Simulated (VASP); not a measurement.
Crystal: HfO2.

```xyz
12
Lattice="5.1844 0.0000 0.0000 0.0000 4.9712 0.0000 0.0000 0.0000 4.9989" Properties=species:S:1:pos:R:3 pbc="T T T"
Hf    5.0133    3.6415    3.7064
Hf    2.7633    3.6415    1.2069
Hf    2.4211    1.3297    3.7064
Hf    0.1711    1.3297    1.2069
O     3.2772    4.6165    4.3954
O     4.4994    4.6165    1.8959
O     1.2129    2.6839    2.4609
O     1.3793    2.6839    4.9604
O     3.9715    2.2873    4.9604
O     3.8051    2.2873    2.4609
O     0.6850    0.3547    4.3954
O     1.9072    0.3547    1.8959
```

Base run:

```yaml
Program: VASP 6.6.1
Functional: RPBE
Potentials_or_basis: VASP PAW PBE potentials, release 64 (Hf_pv, O)
Cutoff: 520 eV
k_mesh: 5 × 6 × 5
Occupations: fermi-dirac, width 0.05 eV
Spin: no spin polarisation
```

Its results: band gap on the k mesh 4.59 eV, indirect (least direct gap 4.78 eV); pressure 17.3 GPa; largest force 0.168 eV/Å.

Question: After a change of settings the same cell gave: band gap on the k mesh 5.03 eV, indirect (least direct gap 5.25 eV); pressure 6.1 GPa; largest force 0.084 eV/Å. Which change was it?
A. functional from RPBE to LDA; potentials or basis from VASP PAW PBE potentials, release 64 (Hf_pv, O) to VASP PAW LDA potentials, release 64 (Hf_pv, O)
B. functional from RPBE to SVWN5
C. functional from RPBE to r2SCAN

Answer: C.

r2SCAN gives the wider gap, since meta-GGAs in the generalised Kohn-Sham scheme recover part of the derivative discontinuity.

Caveats: the PAW data sets were made with another functional, which shifts forces and pressure a little; spin-orbit coupling is left out, which moves the levels of the heavy elements.
